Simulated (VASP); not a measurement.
## BaRu3: single point with PBEsol

Crystal: BaRu3.

```
Ba Ru
1.0
     4.45956    0.00000    0.00000
     0.00000    4.45956    0.00000
     0.00000    0.00000    4.45956
Ba Ru
1 3
Direct
  0.00000 0.00000 0.00000
  0.00000 0.50000 0.50000
  0.50000 0.50000 0.00000
  0.50000 0.00000 0.50000
```

| Property | Result |
| --- | --- |
| Program | VASP 6.6.1 |
| Task | single point |
| Functional | PBEsol |
| Potentials or basis | VASP PAW PBE potentials, release 64 (Ba_sv, Ru_pv) |
| Cutoff | 520 eV |
| k mesh | 8 × 8 × 8 |
| Occupations | gaussian, width 0.05 eV |
| Spin | no spin polarisation |

The pressure is -17.4 GPa and the band gap on the k mesh is zero (bands 26 and 27 overlap by 1.19 eV).

Levels at points of the mesh, in eV from the Fermi level:
| k point | band 23 | band 24 | band 25 | band 26 | band 27 | band 28 | band 29 | band 30 |
| --- | --- | --- | --- | --- | --- | --- | --- | --- |
| (0.00, 0.00, 0.00) | -0.60 | 0.38 | 0.38 | 1.00 | 1.26 | 1.26 | 1.26 | 4.22 |
| (0.50, 0.00, 0.00) | -1.00 | -0.24 | -0.14 | 0.04 | 0.04 | 0.17 | 0.52 | 1.27 |
| (0.50, 0.50, 0.00) | -0.69 | -0.45 | -0.40 | -0.19 | -0.19 | 0.05 | 0.09 | 0.69 |
| (0.50, 0.50, 0.50) | -0.67 | -0.23 | -0.23 | 0.87 | 1.03 | 1.03 | 1.03 | 3.54 |

It took 88 s on 1 thread of Intel Xeon 8259CL (shared host), peak memory 0.26 GiB.

Caveat: the cell stands under tension; the PAW data sets were made with another functional, which shifts forces and pressure a little; spin-orbit coupling is left out, which moves the levels of the heavy elements.
